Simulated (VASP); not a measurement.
## Pb: relaxation of cell and atoms with LDA

Pb:

```xyz
8
Lattice="6.2372 0.0000 0.0000 0.0000 6.2372 0.0000 0.0000 0.0000 6.2372" Properties=species:S:1:pos:R:3 pbc="T T T"
Pb    0.0000    0.0000    0.0000
Pb    3.1186    3.1186    3.1186
Pb    1.5593    0.0000    3.1186
Pb    4.6779    0.0000    3.1186
Pb    3.1186    1.5593    0.0000
Pb    3.1186    4.6779    0.0000
Pb    0.0000    3.1186    1.5593
Pb    0.0000    3.1186    4.6779
```

```json
{
  "Program": "VASP 6.6.1",
  "Task": "relaxation of cell and atoms",
  "Functional": "LDA",
  "Potentials or basis": "VASP PAW LDA potentials, release 64 (Pb_d)",
  "Cutoff": "600 eV",
  "k mesh": "4 × 4 × 4",
  "Occupations": "fermi-dirac, width 0.1 eV",
  "Spin": "no spin polarisation",
  "Dipole correction": "no",
  "Further INCAR settings": "ALGO = Normal; EDIFF = 1e-06; IBRION = 2; EDIFFG = -0.01; NSW = 80; ISIF = 3"
}
```

```yaml
Relaxed_volume: 29.96 Å³/atom
Relaxed_cell: a = 6.212 Å, b = 6.212 Å, c = 6.212 Å, α = 90.00°, β = 90.00°, γ = 90.00°
Space_group_after_relaxing_to_0.1_Å: Pm-3n (No. 223)
Energy_gained_by_relaxing: 0.7 meV/atom
Ionic_steps: 3
Pressure_after_relaxing: 0.0 GPa
Band_gap_on_the_k_mesh: zero (bands 56 and 57 overlap by 0.76 eV)
```

Step by step:
```
step  energy change (eV)  largest force (eV/Å)  pressure (GPa)  volume (Å³)
   1              0.0000                0.0000           -0.59       242.65
   2             -0.0048                0.0000            0.20       238.75
   3             -0.0054                0.0000           -0.01       239.72
```

Final structure:
```
Pb
1.0
     6.21203    0.00000    0.00000
     0.00000    6.21203    0.00000
     0.00000    0.00000    6.21203
Pb
8
Direct
  0.00000 0.00000 0.00000
  0.50000 0.50000 0.50000
  0.25000 0.00000 0.50000
  0.75000 0.00000 0.50000
  0.50000 0.25000 0.00000
  0.50000 0.75000 0.00000
  0.00000 0.50000 0.25000
  0.00000 0.50000 0.75000
```

Levels at points of the mesh, in eV from the Fermi level:
```csv
k point,band 54,band 55,band 56,band 57,band 58,band 59
"(0.00, 0.00, 0.00)",-1.23,-1.23,-1.23,-0.52,-0.05,-0.05
"(0.50, 0.00, 0.00)",-1.80,-0.49,-0.49,0.41,0.41,0.88
"(0.50, 0.50, 0.00)",-0.44,-0.06,-0.06,0.44,0.44,1.27
"(0.50, 0.50, 0.50)",-0.57,-0.19,-0.19,1.95,1.95,1.95
```

Wall time 6.7 min on 1 thread of Intel(R) Xeon(R) Platinum 8488C (Sapphire Rapids) (shared host), peak memory 0.34 GiB.

Caveat: spin-orbit coupling is left out, which moves the levels of the heavy elements.
